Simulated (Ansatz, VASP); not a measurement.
**BaTe: VASP beside Ansatz**

```
CELL_PARAMETERS angstrom
0.00000 3.53334 3.53334
3.53334 0.00000 3.53334
3.53334 3.53334 0.00000
ATOMIC_POSITIONS crystal
Ba 0.50000 0.50000 0.50000
Te 0.00000 0.00000 0.00000
```

Alike in both runs: functional PBE; k mesh 8 × 8 × 8; occupations gaussian, width 0.02 eV; no spin polarisation.

Ansatz relaxed the structure, and its values are those at the end. VASP's run is a single point on that final structure, the one shown.

|  | VASP | Ansatz |
| --- | --- | --- |
| version | VASP 6.6.1 | Ansatz 0.2.0 |
| potentials or method | VASP PAW PBE potentials, release 64 (Ba_sv, Te), cutoff 520 eV | scalar-relativistic, plane waves, PAW |
| valence electrons in the cell | 16 | 26 |

```csv
,VASP,Ansatz,Ansatz less VASP
gap on the k mesh at the Fermi level (eV),1.58,1.66,+0.077
least direct gap on the mesh (eV),1.96,2.01,+0.049
pressure (GPa),0.3,0.0,-0.30
```

VASP's potentials hold 16 valence electrons a cell and Ansatz's 26, so a difference there can come from the potentials and not from the codes.

Neither program's run includes spin-orbit coupling.
